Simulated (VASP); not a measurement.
# Nb: relaxation of cell and atoms with PBE

Crystal: Nb.

```
CELL_PARAMETERS angstrom
2.94032 0.00000 0.00000
-1.47016 2.54639 0.00000
0.00000 0.00000 9.60308
ATOMIC_POSITIONS crystal
Nb 0.00000 0.00000 0.00000
Nb 0.00000 0.00000 0.50000
Nb 0.33333 0.66667 0.25000
Nb 0.66667 0.33333 0.75000
```

This isn't the form of Nb at room conditions, which is bcc.

```yaml
Program: VASP 6.6.1
Task: relaxation of cell and atoms
Functional: PBE
Potentials_or_basis: VASP PAW PBE potentials, release 64 (Nb_sv)
Cutoff: 600 eV
k_mesh: 12 × 12 × 4
Occupations: fermi-dirac, width 0.1 eV
Spin: no spin polarisation
Dipole_correction: no
Further_INCAR_settings: ALGO = Normal; EDIFF = 1e-06; IBRION = 2; EDIFFG = -0.01; NSW = 80; ISIF = 3
```

```
Relaxed volume                        : 18.66 Å³/atom
Relaxed cell                          : a = 2.865 Å, b = 2.865 Å, c = 10.498 Å, α = 90.00°, β = 90.00°, γ = 120.00°
Space group after relaxing (to 0.1 Å) : P6_3/mmc (No. 194)
Energy gained by relaxing             : 52.5 meV/atom
Ionic steps                           : 13
Pressure after relaxing               : 0.0 GPa
Band gap on the k mesh                : zero (bands 26 and 27 overlap by 1.42 eV)
```

Step by step:
```tsv
step	energy change (eV)	largest force (eV/Å)	pressure (GPa)	volume (Å³)
1	0.0000	0.0000	6.98	71.90
2	0.0955	0.0000	-10.24	80.34
3	-0.0726	0.0000	-0.71	75.14
4	-0.1074	0.0000	-0.88	75.17
5	-0.2043	0.0000	-1.07	75.10
6	0.2694	0.0000	4.21	74.26
7	-0.2082	0.0000	-0.98	75.07
8	-0.2088	0.0000	-0.92	75.05
9	-0.1978	0.0000	2.97	73.30
10	-0.2101	0.0000	0.03	74.63
11	-0.2101	0.0000	-0.02	74.64
12	-0.2101	0.0000	-0.06	74.64
13	-0.2101	0.0000	-0.02	74.62
```

Final structure:
```yaml
crystal:
  lattice:
    - [2.86493, 0.00000, 0.00000]
    - [-1.43246, 2.48110, 0.00000]
    - [0.00000, 0.00000, 10.49822]
  atoms:
    - { symbol: Nb, position: [0.00000, 0.00000, 0.00000] }
    - { symbol: Nb, position: [0.00000, 0.00000, 0.50000] }
    - { symbol: Nb, position: [0.33333, 0.66667, 0.25000] }
    - { symbol: Nb, position: [0.66667, 0.33333, 0.75000] }
```

Levels at points of the mesh, in eV from the Fermi level:
```csv
k point,band 23,band 24,band 25,band 26,band 27,band 28,band 29,band 30
"(0.00, 0.00, 0.00)",-0.98,0.27,0.27,0.38,0.38,0.56,0.56,0.69
"(0.50, 0.00, 0.00)",-2.17,-1.24,0.04,0.36,0.77,2.22,2.24,2.35
"(0.00, 0.00, 0.50)",-0.41,-0.41,0.34,0.34,0.34,0.34,0.60,0.60
"(0.50, 0.00, 0.50)",-1.38,-1.38,0.95,0.95,1.15,1.15,1.48,1.48
```

Run time: 28 min on 1 thread of Intel Xeon 8259CL (shared host), peak memory 0.29 GiB.
